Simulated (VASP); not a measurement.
# NaOs12 (a cell with a defect) in VASP: single point with LDA

Aim: the single point of NaOs12 (a cell with a defect) with LDA.

Program: VASP 6.6.1. These are calculated values, not measurements. Logs are shortened: lines on timing, memory, paths and dates and some standing lists are left out, and cuts for length are marked.

## (1) The cell of the first run

The cell holds a defect, 13 atoms: a = 5.480 Å, b = 8.220 Å, c = 4.326 Å, α = 90.00°, β = 90.00°, γ = 120.00°.

## (2) Single point, LDA

INCAR

```
SYSTEM = NaOs12
  PREC = Accurate
  ENCUT = 520
  EDIFF = 1E-6
  ISMEAR = 0
  SIGMA = 0.05
  LREAL = .FALSE.
  LASPH = .TRUE.
  NELM = 120
  ALGO = Normal
  ISIF = 2
  LWAVE = .FALSE.
  LCHARG = .FALSE.
  GGA = CA
  NBANDS = 64
  GGA_COMPAT = .FALSE.
```

KPOINTS

```
regular mesh
0
G
  4 3 4
  0 0 0
```

POSCAR

```
NaOs12
1.0
    5.4800000000      0.0000000000      0.0000000000
   -4.1100000000      7.1187290000      0.0000000000
    0.0000000000      0.0000000000      4.3264600000
Os Na
12 1
Direct
   -0.0235220609     -0.0045182223     -0.0345457949
    0.1501650090      0.2330548051      0.5152473385
    0.0049703695      0.3390911496      0.0221645410
    0.1883429760      0.5614521918      0.4940473274
   -0.0113914220      0.6594598558      0.0250151394
    0.1008770137      0.8350206898      0.5431861152
    0.5108922562     -0.0121966997     -0.0920045488
    0.7284342575      0.2744578421      0.5444855609
    0.4963784570      0.3498583806     -0.0117974048
    0.6410247184      0.5510641015      0.4931974409
    0.5047326057      0.6720755910     -0.0008683774
    0.6687533552      0.8958964444      0.4544262515
    0.3677608702      0.0797670483      0.2944830184
```

Potentials or basis: VASP PAW LDA potentials, release 64 (Os, Na_pv).

Launch:

```console
cat potpaw_LDA.64/Os/POTCAR potpaw_LDA.64/Na_pv/POTCAR > POTCAR
mpirun -np 1 vasp_std > vasp.out
```

OUTCAR:

```text
SYSTEM = NaOs12
   PREC = Accurate
   ENCUT = 520
   EDIFF = 1E-6
   ISMEAR = 0
   LREAL = .FALSE.
   LASPH = .TRUE.
   NELM = 120
   ISIF = 2
   GGA = CA

 ion  position               nearest neighbor table
   1  0.976  0.995  0.965-  13 2.37   7 2.53   6 2.54  12 2.57   2 2.58  11 2.63  12 2.65   3 2.76
                             5 2.81   9 2.88   2 2.92   7 2.97   6 3.06
   2  0.150  0.233  0.515-  13 2.33   8 2.50   3 2.58   1 2.58   4 2.60   9 2.62   3 2.63  10 2.65
                            12 2.72   9 2.81   1 2.92   8 3.02   6 3.15
   3  0.005  0.339  0.022-   8 2.46   2 2.58   4 2.58   8 2.62   2 2.63   9 2.65   5 2.68  11 2.74
                             1 2.76   4 2.78   9 2.84   7 2.85
   4  0.188  0.561  0.494-   8 2.45  10 2.52   6 2.53   3 2.58   2 2.60  11 2.62   5 2.62  11 2.65
                            12 2.70   3 2.78   5 2.83  10 2.96
   5  0.989  0.659  0.025-   6 2.43   6 2.57  10 2.61   4 2.62   9 2.63   3 2.68  11 2.71  11 2.78
                             1 2.81   4 2.83   7 2.83  10 2.83
   6  0.101  0.835  0.543-  13 2.10   5 2.43  10 2.44   7 2.51   4 2.53   1 2.54   5 2.57  12 2.68
                            12 2.92   1 3.06   2 3.15   7 3.37
   7  0.511  0.988  0.908-  13 2.14  12 2.41   6 2.51   1 2.53   8 2.58  11 2.61  12 2.75   5 2.83
                             3 2.85  13 2.97   1 2.97   9 3.04   6 3.37
   8  0.728  0.274  0.544-  13 2.12   4 2.45   3 2.46   2 2.50   9 2.54  10 2.56   7 2.58   3 2.62
                             9 2.93  12 2.99   2 3.02
   9  0.496  0.350  0.988-  13 2.37   8 2.54  10 2.58  10 2.61   2 2.62  11 2.63   5 2.63   3 2.65
                             2 2.81   3 2.84   1 2.88   8 2.93   7 3.04
  10  0.641  0.551  0.493-   6 2.44   4 2.52   8 2.56   9 2.58   9 2.61   5 2.61  11 2.62   2 2.65
                            11 2.66  12 2.77   5 2.83   4 2.96
  11  0.505  0.672  0.999-  12 2.53   7 2.61   4 2.62  10 2.62   9 2.63   1 2.63   4 2.65  10 2.66
                             5 2.71   3 2.74   5 2.78  12 2.84
  12  0.669  0.896  0.454-   7 2.41  11 2.53   1 2.57   1 2.65   6 2.68   4 2.70   2 2.72   7 2.75
                            10 2.77  13 2.82  11 2.84   6 2.92   8 2.99
  13  0.368  0.080  0.294-   6 2.10   8 2.12   7 2.14   2 2.33   9 2.37   1 2.37  12 2.82   7 2.97

  LATTYP: Found a simple monoclinic cell.
 ALAT       =     5.4800000000
 B/A-ratio  =     0.7895000000
 C/A-ratio  =     1.3228756879
 COS(beta)  =    -0.1889822319

  Lattice vectors:

 A1 = (   5.4800000000,   0.0000000000,   0.0000000000)
 A2 = (   0.0000000000,   0.0000000000,   4.3264600000)
 A3 = (  -1.3700000000,  -7.1187290000,   0.0000000000)

Analysis of symmetry for initial positions (statically):
=====================================================================
 Subroutine PRICEL returns:
 Original cell was already a primitive cell.

 Routine SETGRP: Setting up the symmetry group for a
 simple monoclinic supercell.

 Subroutine GETGRP returns: Found  1 space group operations
 (whereof  1 operations were pure point group operations)
 out of a pool of  4 trial point group operations.

The static configuration has the point symmetry C_1 .

Analysis of symmetry for dynamics (positions and initial velocities):
=====================================================================
 Subroutine PRICEL returns:
 Original cell was already a primitive cell.

 Routine SETGRP: Setting up the symmetry group for a
 simple monoclinic supercell.

 Subroutine GETGRP returns: Found  1 space group operations
 (whereof  1 operations were pure point group operations)
 out of a pool of  4 trial point group operations.

The dynamic configuration has the point symmetry C_1 .

 Subroutine INISYM returns: Found  1 space group operations
 (whereof  1 operations are pure point group operations),
 and found     1 'primitive' translations

----------------------------------------------------------------------------------------

                                     Primitive cell

  volume of cell :     168.7780

  direct lattice vectors                    reciprocal lattice vectors
     5.480000000  0.000000000  0.000000000     0.182481752  0.105355886  0.000000000
    -4.110000000  7.118729000  0.000000000     0.000000000  0.140474514  0.000000000
     0.000000000  0.000000000  4.326460000     0.000000000  0.000000000  0.231135848

  length of vectors
     5.480000000  8.220000157  4.326460000     0.210711776  0.140474514  0.231135848

[... 45 lines left out ...]

  Length of vectors
     0.052677944  0.046824838  0.057783962

  Shift w.r.t. Gamma in fractional coordinates (k-lattice)
     0.000000000  0.000000000  0.000000000

 Subroutine IBZKPT returns following result:
 ===========================================

 Found     26 irreducible k-points:

 Following reciprocal coordinates:
            Coordinates               Weight
  0.000000  0.000000  0.000000      1.000000
  0.250000  0.000000  0.000000      2.000000
  0.500000  0.000000  0.000000      1.000000
  0.000000  0.333333  0.000000      2.000000
  0.250000  0.333333  0.000000      2.000000
  0.500000  0.333333  0.000000      2.000000
[... 16 lines left out ...]
  0.000000  0.333333  0.500000      2.000000
  0.250000  0.333333  0.500000      2.000000
 [... further k-points ...]
   k-points           NKPTS =     26   k-points in BZ     NKDIM =     26   number of bands    NBANDS=     64
   number of dos      NEDOS =    301   number of ions     NIONS =     13
   total plane-waves  NPLWV =  86016
   dimension x,y,z NGX =    42 NGY =   64 NGZ =   32
   dimension x,y,z NGXF=    84 NGYF=  128 NGZF=   64
   ions per type =              12   1
   NGX,Y,Z   is equivalent  to a cutoff of  12.74, 12.94, 12.30 a.u.
   NGXF,Y,Z  is equivalent  to a cutoff of  25.48, 25.89, 24.59 a.u.
 SYSTEM =  NaOs12
   PREC   = accura    normal or accurate (medium, high low for compatibility)
   ISTART =      0    job   : 0-new  1-cont  2-samecut
   ICHARG =      2    charge: 1-file 2-atom 10-const
   ISPIN  =      1    spin polarized calculation?
   LNONCOLLINEAR =      F non collinear calculations
   LSORBIT =      F    spin-orbit coupling
   LASPH  =      T    aspherical Exc in radial PAW
   ENCUT  =  520.0 eV  38.22 Ry    6.18 a.u.  10.19 15.28  8.04*2*pi/ulx,y,z
   NELM   =    120;   NELMIN=  2; NELMDL= -5     # of ELM steps
   EDIFF  = 0.1E-05   stopping-criterion for ELM
   LREAL  =      F    real-space projection
   EDIFFG = 0.1E-04   stopping-criterion for IOM
   NSW    =      0    number of steps for IOM
   IBRION =     -1    ionic relax: 0-MD 1-quasi-New 2-CG
   NFREE  =      0    steps in history (QN), initial steepest desc. (CG)
   ISIF   =      2    stress and relaxation
   ISYM   =      2    0-nonsym 1-usesym 2-fastsym
   POTIM  = 0.5000    time-step for ionic-motion
   TEBEG  =    0.0;   TEEND  =   0.0 temperature during run
   PSTRESS=    0.0 pullay stress
   NELECT =     103.0000    total number of electrons
   NUPDOWN=      -1.0000    fix difference up-down
   EMIN   =  10.00;   EMAX   =-10.00  energy-range for DOS
   EFERMI =   0.00;   METHOD = LEGACY
   ISMEAR =     0;   SIGMA  =   0.05  broadening in eV -4-tet -1-fermi 0-gaus
   EFERMI_NEDOS =   21; number of points for ismear=-14 and -15
   IALGO  =     38    algorithm
   IMIX   =      4    mixing-type and parameters
     AMIX     =   0.40;   BMIX     =  1.00
     AMIX_MAG =   1.60;   BMIX_MAG =  1.00
  volume/ion in A,a.u.               =      12.98        87.61
  Fermi-wavevector in a.u.,A,eV,Ry     =   1.388615  2.624103 26.235474  1.928253
  Thomas-Fermi vector in A             =   2.512725
   LORBIT       =      0    0 simple, 1 ext, 2 COOP (PROOUT), +10 PAW based schemes
   GGA     = CA    functional components
   LHFCALC =     F    Hartree Fock is set to
   AEXX    =    0.0000 exact exchange contribution
   IVDW    =     0    specifies the selected vdW correction
   LEPSILON=     F    determine dielectric tensor
   LRPA    =     F    only Hartree local field effects (RPA)
 non-spin polarized calculation
 Gauss-broadening in eV      SIGMA  =   0.05
  energy-cutoff  :      520.00
  volume of cell :      168.78
 maximum number of plane-waves:      4560
 NGX is ok and might be reduce to    42
   NGX = 21   NGY = 31   NGZ = 17

 number of electron     102.9999999 magnetization

 Free energy of the ion-electron system (eV)
  ---------------------------------------------------
  ext. energy  EPLUGINS =         0.00000000
  ---------------------------------------------------
  free energy    TOTEN  =      -141.13075946 eV

  energy without entropy =     -141.12329524  energy(sigma->0) =     -141.12702735

 E-fermi :  10.0969     XC(G=0): -14.3262

 val. band max:       10.0888365427   @ k =   0.0000   0.0000   0.2500
 cond. band min:      10.1243776704   @ k =   0.2500   0.0000   0.0000
 fundamental gap:      0.0355411278
 Fermi energy:        10.0968797908

 k-point     1 :       0.0000    0.0000    0.0000
  band No.  band energies     occupation
      1     -15.3747      2.00000
      2     -15.2826      2.00000
      3     -15.0974      2.00000
      4      -1.0566      2.00000
      5       1.9883      2.00000
      6       2.0481      2.00000
[... 1573 lines left out ...]
     62      11.8182      0.00000
     63      11.9383      0.00000

 [... further k-points ...]

 [bands above 63 left out]

------------------------ aborting loop because EDIFF is reached ----------------------------------------

  FORCE on cell =-STRESS in cart. coord.  units (eV):
  Direction    XX          YY          ZZ          XY          YZ          ZX
  --------------------------------------------------------------------------------------
  -------------------------------------------------------------------------------------
  Total       32.8514847     38.9574556     42.0740969      5.3105874      2.8028526     -3.5339743
  in kB      311.8529619    369.8157945    399.4014833     50.4124063     26.6069524    -33.5473526
  external PRESSURE =     360.3567466 kB  Pullay stress =       0.0000000 kB

 VOLUME and BASIS-vectors are now :
 -----------------------------------------------------------------------------
  energy-cutoff  :      520.00
  volume of cell :      168.78
      direct lattice vectors                 reciprocal lattice vectors
     5.480000000  0.000000000  0.000000000     0.182481752  0.105355886  0.000000000
    -4.110000000  7.118729000  0.000000000     0.000000000  0.140474514  0.000000000
     0.000000000  0.000000000  4.326460000     0.000000000  0.000000000  0.231135848

 POSITION                                       TOTAL-FORCE (eV/Angst)
 -----------------------------------------------------------------------------------
      1.25967      7.08656      4.17700        -0.004615     -0.003702     -0.012554
     -0.13495      1.65905      2.22920        -0.002882     -0.015364      0.012724
     -1.36643      2.41390      0.09589         0.002597     -0.016653     -0.001358
     -1.27545      3.99683      2.13748         0.009352     -0.005997     -0.021506
      2.70720      4.69452      0.10823        -0.000669      0.008675     -0.002923
     -2.87913      5.94429      2.35007         0.013070      0.029272      0.007953
     -1.26018      7.03190      3.92841        -0.005184     -0.000682      0.002761
      2.86380      1.95379      2.35569        -0.020117     -0.018944     -0.003008
      1.28224      2.49055      4.27542         0.002452     -0.002411     -0.013612
      1.24794      3.92288      2.13380         0.006865      0.016315     -0.007800
      0.00370      4.78432      4.32270        -0.002452      0.016146      0.020149
     -0.01737      6.37764      1.96606        -0.019441      0.007253      0.002318
      1.68749      0.56784      1.27407         0.021024     -0.013908      0.016854
 -----------------------------------------------------------------------------------
    total drift:                               -0.000608      0.000289     -0.000184

  FREE ENERGIE OF THE ION-ELECTRON SYSTEM (eV)
  ---------------------------------------------------
  free  energy   TOTEN  =      -141.1307594606 eV

  energy  without entropy=     -141.1232952412  energy(sigma->0) =     -141.12702735
```

Wall time 19 min (1 thread of Intel Xeon 8259CL, shared host); peak memory 0.36 GiB.

Results:

```
Free energy            : -141.1308 eV
Pressure               : 36.0 GPa
Largest force          : 0.033 eV/Å
Band gap on the k mesh : zero (an odd number of electrons rules out a gap without spin polarisation)
```

Forces in eV/Å, atoms in the order of the input:
```
Os  -0.005 -0.004 -0.013
Os  -0.003 -0.015  0.013
Os   0.003 -0.017 -0.001
Os   0.009 -0.006 -0.022
Os  -0.001  0.009 -0.003
Os   0.013  0.029  0.008
Os  -0.005 -0.001  0.003
Os  -0.020 -0.019 -0.003
Os   0.002 -0.002 -0.014
Os   0.007  0.016 -0.008
Os  -0.002  0.016  0.020
Os  -0.019  0.007  0.002
Na   0.021 -0.014  0.017
```

Caveat: the k points lie up to 0.36 Å⁻¹ apart, too coarse for converged energies and pressures of a metal; spin-orbit coupling is left out, which moves the levels of the heavy elements.
